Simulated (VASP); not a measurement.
# Ta2C (P-3m1) in VASP: notebook

Runs on Ta2C. Level: PBEsol. Tasks: single point.

Program: VASP 6.6.1. These are calculated values, not measurements. Logs are shortened: lines on timing, memory, paths and dates and some standing lists are left out, and cuts for length are marked.

## Step 1: The cell of the first run

It takes space group P-3m1 (No. 164, trigonal). Conventional cell: a = 3.095 Å, b = 3.095 Å, c = 4.921 Å, α = 90.00°, β = 90.00°, γ = 120.00°. Within 2.9 Å of Ta (site symmetry 3m) lie 3 C at 2.18 Å. Within 2.9 Å of C (site symmetry -3m) lie 6 Ta at 2.18 Å.

## Step 2: Single point, PBEsol

Contents of INCAR:

```
SYSTEM = Ta2C
ALGO = Normal ; EDIFF = 1E-6
ENCUT = 520 ; GGA = PS
ISIF = 2 ; ISMEAR = 0
LASPH = .True. ; LCHARG = .False.
LREAL = .False. ; LWAVE = .False.
NBANDS = 20 ; NELM = 80
PREC = Accurate ; SIGMA = 0.15
```

Contents of KPOINTS:

```
k-points
0
Gamma
  12 12 8
  0 0 0
```

Contents of POSCAR:

```
Ta2C
1.0
    3.0953006972      0.0000000000      0.0000000000
   -1.5476503486      2.6806090361      0.0000000000
    0.0000000000      0.0000000000      4.9210802959
Ta C
2 1
Direct
    0.3333333333      0.6666666667      0.2528761941
    0.6666666667      0.3333333333      0.7471238059
    0.0000000000      0.0000000000      0.0000000000
```

Potentials or basis: VASP PAW PBE potentials, release 64 (Ta_pv, C).

On the command line:

```
$ cat potpaw_PBE.64/Ta_pv/POTCAR potpaw_PBE.64/C/POTCAR > POTCAR
$ mpirun -np 1 vasp_std > vasp.out
```

OUTCAR:

```text
SYSTEM = Ta2C
   EDIFF = 1E-6
   ENCUT = 520
   GGA = PS
   ISIF = 2
   ISMEAR = 0
   LASPH = .True.
   LREAL = .False.
   NELM = 80
   PREC = Accurate

 ion  position               nearest neighbor table
   1  0.333  0.667  0.253-   3 2.18   3 2.18   3 2.18   2 3.02   2 3.02   2 3.02   2 3.06   2 3.06
                             2 3.06
   2  0.667  0.333  0.747-   3 2.18   3 2.18   3 2.18   1 3.02   1 3.02   1 3.02   1 3.06   1 3.06
                             1 3.06
   3  0.000  0.000  0.000-   1 2.18   2 2.18   1 2.18   2 2.18   2 2.18   1 2.18

  LATTYP: Found a hexagonal cell.
 ALAT       =     3.0953006972
 C/A-ratio  =     1.5898553250

  Lattice vectors:

 A1 = (   3.0953006972,   0.0000000000,   0.0000000000)
 A2 = (  -1.5476503486,   2.6806090361,   0.0000000000)
 A3 = (   0.0000000000,   0.0000000000,   4.9210802959)

Analysis of symmetry for initial positions (statically):
[... 33 lines left out ...]
                                     Primitive cell

  volume of cell :      40.8316

  direct lattice vectors                    reciprocal lattice vectors
     3.095300697  0.000000000  0.000000000     0.323070389  0.186524776  0.000000000
    -1.547650349  2.680609036  0.000000000     0.000000000  0.373049552  0.000000000
     0.000000000  0.000000000  4.921080296     0.000000000  0.000000000  0.203207414

  length of vectors
     3.095300697  3.095300697  4.921080296     0.373049552  0.373049552  0.203207414

  position of ions in fractional coordinates (direct lattice)
     0.333333333  0.666666667  0.252876194
     0.666666667  0.333333333  0.747123806
     0.000000000  0.000000000  0.000000000

  ion indices of the primitive-cell ions
   primitive index   ion index
                 1           1
                 2           2
                 3           3

----------------------------------------------------------------------------------------

 KPOINTS: k-points

Automatic generation of k-mesh.
 Grid dimensions read from file:
 generate k-points for:   12   12    8

 Generating k-lattice:

  Cartesian coordinates                     Fractional coordinates (reciprocal lattice)
     0.026922532  0.015543731  0.000000000     0.083333333  0.000000000  0.000000000
     0.000000000  0.031087463  0.000000000     0.000000000  0.083333333  0.000000000
     0.000000000  0.000000000  0.025400927     0.000000000  0.000000000  0.125000000

  Length of vectors
     0.031087463  0.031087463  0.025400927

  Shift w.r.t. Gamma in fractional coordinates (k-lattice)
     0.000000000  0.000000000  0.000000000

 Subroutine IBZKPT returns following result:
 ===========================================

 Found    131 irreducible k-points:

 Following reciprocal coordinates:
            Coordinates               Weight
  0.000000  0.000000  0.000000      1.000000
  0.083333  0.000000  0.000000      6.000000
  0.166667  0.000000  0.000000      6.000000
  0.250000  0.000000  0.000000      6.000000
  0.333333  0.000000  0.000000      6.000000
  0.416667  0.000000  0.000000      6.000000
[... 16 lines left out ...]
  0.166667  0.000000  0.125000      6.000000
  0.000000  0.166667  0.125000      6.000000
 [... further k-points ...]
   k-points           NKPTS =    131   k-points in BZ     NKDIM =    131   number of bands    NBANDS=     20
   number of dos      NEDOS =    301   number of ions     NIONS =      3
   total plane-waves  NPLWV =  23040
   dimension x,y,z NGX =    24 NGY =   24 NGZ =   40
   dimension x,y,z NGXF=    48 NGYF=   48 NGZF=   80
   ions per type =               2   1
   NGX,Y,Z   is equivalent  to a cutoff of  12.89, 12.89, 13.51 a.u.
   NGXF,Y,Z  is equivalent  to a cutoff of  25.78, 25.78, 27.03 a.u.
 SYSTEM =  Ta2C
   PREC   = accura    normal or accurate (medium, high low for compatibility)
   ISTART =      0    job   : 0-new  1-cont  2-samecut
   ICHARG =      2    charge: 1-file 2-atom 10-const
   ISPIN  =      1    spin polarized calculation?
   LNONCOLLINEAR =      F non collinear calculations
   LSORBIT =      F    spin-orbit coupling
   LASPH  =      T    aspherical Exc in radial PAW
   ENCUT  =  520.0 eV  38.22 Ry    6.18 a.u.   5.76  5.76  9.15*2*pi/ulx,y,z
   NELM   =     80;   NELMIN=  2; NELMDL= -5     # of ELM steps
   EDIFF  = 0.1E-05   stopping-criterion for ELM
   LREAL  =      F    real-space projection
   EDIFFG = 0.1E-04   stopping-criterion for IOM
   NSW    =      0    number of steps for IOM
   IBRION =     -1    ionic relax: 0-MD 1-quasi-New 2-CG
   NFREE  =      0    steps in history (QN), initial steepest desc. (CG)
   ISIF   =      2    stress and relaxation
   ISYM   =      2    0-nonsym 1-usesym 2-fastsym
   POTIM  = 0.5000    time-step for ionic-motion
   TEBEG  =    0.0;   TEEND  =   0.0 temperature during run
   PSTRESS=    0.0 pullay stress
   NELECT =      26.0000    total number of electrons
   NUPDOWN=      -1.0000    fix difference up-down
   EMIN   =  10.00;   EMAX   =-10.00  energy-range for DOS
   EFERMI =   0.00;   METHOD = LEGACY
   ISMEAR =     0;   SIGMA  =   0.15  broadening in eV -4-tet -1-fermi 0-gaus
   EFERMI_NEDOS =   21; number of points for ismear=-14 and -15
   IALGO  =     38    algorithm
   IMIX   =      4    mixing-type and parameters
     AMIX     =   0.40;   BMIX     =  1.00
     AMIX_MAG =   1.60;   BMIX_MAG =  1.00
  volume/ion in A,a.u.               =      13.61        91.85
  Fermi-wavevector in a.u.,A,eV,Ry     =   1.408425  2.661537 26.989342  1.983661
  Thomas-Fermi vector in A             =   2.530584
   LORBIT       =      0    0 simple, 1 ext, 2 COOP (PROOUT), +10 PAW based schemes
   GGA     = PS    functional components
   LHFCALC =     F    Hartree Fock is set to
   AEXX    =    0.0000 exact exchange contribution
   IVDW    =     0    specifies the selected vdW correction
   LEPSILON=     F    determine dielectric tensor
   LRPA    =     F    only Hartree local field effects (RPA)
 non-spin polarized calculation
 Gauss-broadening in eV      SIGMA  =   0.15
  energy-cutoff  :      520.00
  volume of cell :       40.83
 maximum number of plane-waves:      1124
 NGX is ok and might be reduce to    24
   NGX = 11   NGY = 11   NGZ = 19

 number of electron      26.0000002 magnetization

 Free energy of the ion-electron system (eV)
  ---------------------------------------------------
  ext. energy  EPLUGINS =         0.00000000
  ---------------------------------------------------
  free energy    TOTEN  =       -36.70762224 eV

  energy without entropy =      -36.70079660  energy(sigma->0) =      -36.70420942

 E-fermi :   6.5145     XC(G=0): -12.9427

 val. band max:        6.4829209766   @ k =   0.0000   0.0000   0.0000
 cond. band min:       6.5289635991   @ k =   0.0833   0.0000   0.3750
 fundamental gap:      0.0460426225
 Fermi energy:         6.5144838621

 k-point     1 :       0.0000    0.0000    0.0000
  band No.  band energies     occupation
      1     -28.2888      2.00000
      2     -27.5760      2.00000
      3     -27.5760      2.00000
      4     -27.4589      2.00000
      5     -27.4589      2.00000
      6     -27.3731      2.00000
[... 12 lines left out ...]
     19       9.4113      0.00000
     20      14.0552      0.00000

 k-point     2 :       0.0833    0.0000    0.0000
  band No.  band energies     occupation
      1     -28.2692      2.00000
      2     -27.6190      2.00000
      3     -27.5911      2.00000
      4     -27.5012      2.00000
      5     -27.4630      2.00000
      6     -27.3805      2.00000
[... 12 lines left out ...]
     19      10.1627      0.00000
     20      14.2318      0.00000

 k-point     3 :       0.1667    0.0000    0.0000
  band No.  band energies     occupation
      1     -28.2133      2.00000
      2     -27.7361      2.00000
      3     -27.6303      2.00000
      4     -27.6138      2.00000
      5     -27.4761      2.00000
      6     -27.4036      2.00000
[... 12 lines left out ...]
     19      11.4882      0.00000
     20      14.0378      0.00000

 k-point     4 :       0.2500    0.0000    0.0000
  band No.  band energies     occupation
      1     -28.1297      2.00000
      2     -27.8941      2.00000
      3     -27.7609      2.00000
      4     -27.6805      2.00000
      5     -27.4969      2.00000
      6     -27.4434      2.00000
[... 12 lines left out ...]
     19      12.7348      0.00000
     20      13.6385      0.00000

 k-point     5 :       0.3333    0.0000    0.0000
  band No.  band energies     occupation
      1     -28.0668      2.00000
      2     -28.0152      2.00000
      3     -27.9010      2.00000
      4     -27.7282      2.00000
      5     -27.5197      2.00000
      6     -27.4983      2.00000
[... 12 lines left out ...]
     19      13.0989      0.00000
     20      13.6294      0.00000

 k-point     6 :       0.4167    0.0000    0.0000
  band No.  band energies     occupation
      1     -28.1693      2.00000
      2     -28.0052      2.00000
      3     -27.9291      2.00000
      4     -27.7620      2.00000
      5     -27.5583      2.00000
      6     -27.5372      2.00000
[... 12 lines left out ...]
     19      12.6640      0.00000
     20      12.7704      0.00000

 k-point     7 :       0.5000    0.0000    0.0000
  band No.  band energies     occupation
      1     -28.2099      2.00000
      2     -28.0400      2.00000
      3     -27.8872      2.00000
      4     -27.7741      2.00000
      5     -27.5899      2.00000
      6     -27.5437      2.00000
[... 12 lines left out ...]
     19      11.9369      0.00000
     20      12.3700      0.00000
[... 277 lines left out ...]
 k-point    20 :       0.0000    0.0000    0.1250
  band No.  band energies     occupation
      1     -28.2565      2.00000
      2     -27.5716      2.00000
      3     -27.5716      2.00000
      4     -27.4634      2.00000
      5     -27.4634      2.00000
      6     -27.4105      2.00000
[... 12 lines left out ...]
     19       9.6589      0.00000
     20      13.5332      0.00000

 k-point    21 :       0.0833    0.0000    0.1250
  band No.  band energies     occupation
      1     -28.2388      2.00000
      2     -27.6117      2.00000
      3     -27.5881      2.00000
      4     -27.5164      2.00000
      5     -27.4661      2.00000
      6     -27.4078      2.00000
[... 12 lines left out ...]
     19      10.3020      0.00000
     20      13.7537      0.00000

 k-point    22 :       0.0000    0.0833    0.1250
  band No.  band energies     occupation
      1     -28.2390      2.00000
      2     -27.6155      2.00000
      3     -27.5845      2.00000
      4     -27.5105      2.00000
      5     -27.4697      2.00000
      6     -27.4095      2.00000
[... 12 lines left out ...]
     19      10.5052      0.00000
     20      13.6470      0.00000

 k-point    23 :       0.1667    0.0000    0.1250
  band No.  band energies     occupation
      1     -28.1885      2.00000
      2     -27.7255      2.00000
      3     -27.6366      2.00000
      4     -27.6270      2.00000
      5     -27.4795      2.00000
      6     -27.4194      2.00000
[... 12 lines left out ...]
     19      11.3514      0.00000
     20      13.9639      0.00000

 k-point    24 :       0.0000    0.1667    0.1250
  band No.  band energies     occupation
      1     -28.1913      2.00000
      2     -27.7285      2.00000
      3     -27.6252      2.00000
      4     -27.6220      2.00000
      5     -27.4847      2.00000
      6     -27.4248      2.00000
[... 12 lines left out ...]
     19      11.9564      0.00000
     20      13.2168      0.00000

 [... further k-points ...]

------------------------ aborting loop because EDIFF is reached ----------------------------------------

  FORCE on cell =-STRESS in cart. coord.  units (eV):
  Direction    XX          YY          ZZ          XY          YZ          ZX
  --------------------------------------------------------------------------------------
  -------------------------------------------------------------------------------------
  Total        0.1262208      0.1262208      0.1245842      0.0000000     -0.0000000      0.0000000
  in kB        4.9527324      4.9527324      4.8885135      0.0000000     -0.0000000      0.0000000
  external PRESSURE =       4.9313261 kB  Pullay stress =       0.0000000 kB

 VOLUME and BASIS-vectors are now :
 -----------------------------------------------------------------------------
  energy-cutoff  :      520.00
  volume of cell :       40.83
      direct lattice vectors                 reciprocal lattice vectors
     3.095300697  0.000000000  0.000000000     0.323070389  0.186524776  0.000000000
    -1.547650349  2.680609036  0.000000000     0.000000000  0.373049552  0.000000000
     0.000000000  0.000000000  4.921080296     0.000000000  0.000000000  0.203207414

 POSITION                                       TOTAL-FORCE (eV/Angst)
 -----------------------------------------------------------------------------------
     -0.00000      1.78707      1.24442         0.000000      0.000000      0.026241
      1.54765      0.89354      3.67666        -0.000000     -0.000000     -0.026241
      0.00000      0.00000      0.00000        -0.000000      0.000000      0.000000
 -----------------------------------------------------------------------------------
    total drift:                                0.000000     -0.000000      0.000000

  FREE ENERGIE OF THE ION-ELECTRON SYSTEM (eV)
  ---------------------------------------------------
  free  energy   TOTEN  =       -36.7076222444 eV

  energy  without entropy=      -36.7007966027  energy(sigma->0) =      -36.70420942
```

Run time: 29 s. Hardware: 1 thread of Intel Xeon 6975P-C (Granite Rapids), shared host; peak memory 0.23 GiB.

What came out:

- Free energy: -36.7076 eV
- Pressure: 0.5 GPa
- Largest force: 0.026 eV/Å
- Band gap on the k mesh: zero (band 13 reaches 7.00 eV, above the bottom of band 14 at 6.20 eV)

Forces on the atoms (eV/Å):
```
Ta   0.000  0.000  0.026
Ta   0.000  0.000 -0.026
C    0.000  0.000  0.000
```

Caveat: the PAW data sets were made with another functional, which shifts forces and pressure a little; spin-orbit coupling is left out, which moves the levels of the heavy elements.

## Step 3: Single point, PBEsol

Contents of INCAR:

```
  ALGO = Normal
  EDIFF = 1E-6
  ENCUT = 520
  GGA = PS
  ISIF = 2
  ISMEAR = 0
  LASPH = T
  LCHARG = F
  LREAL = F
  LWAVE = F
  NBANDS = 20
  NELM = 60
  PREC = Accurate
  SIGMA = 0.1
```

Contents of KPOINTS:

```
k-points
0
Gamma
  18 18 8
```

POSCAR is that of step 2.

Potentials or basis: VASP PAW PBE potentials, release 64 (Ta_pv, C).

On the command line:

```
$ cat potpaw_PBE.64/Ta_pv/POTCAR potpaw_PBE.64/C/POTCAR > POTCAR
$ mpirun -np 1 vasp_std > vasp.out
```

It took 61 s on 1 thread of Intel Xeon 6975P-C (Granite Rapids), shared host; peak memory 0.31 GiB.

It converged, with:

* Free energy: -36.7050 eV
* Pressure: 0.5 GPa
* Largest force: 0.047 eV/Å
* Band gap on the k mesh: zero (band 13 reaches 7.00 eV, above the bottom of band 14 at 6.20 eV)

Forces on the atoms (eV/Å):
```
Ta   0.000  0.000  0.047
Ta   0.000  0.000 -0.047
C    0.000  0.000  0.000
```

Levels at points of the mesh, in eV from the Fermi level:
```csv
k point,band 11,band 12,band 13,band 14,band 15,band 16
"(0.00, 0.00, 0.00)",-2.99,-0.01,0.51,0.51,1.13,1.13
"(0.50, 0.00, 0.00)",-3.77,-1.80,-0.24,3.35,3.49,4.71
"(0.00, 0.00, 0.50)",-1.83,-1.55,-0.30,-0.30,2.98,2.98
"(0.50, 0.00, 0.50)",-2.56,-1.16,-0.98,1.55,1.55,4.35
```

Caveat: the PAW data sets were made with another functional, which shifts forces and pressure a little; spin-orbit coupling is left out, which moves the levels of the heavy elements.
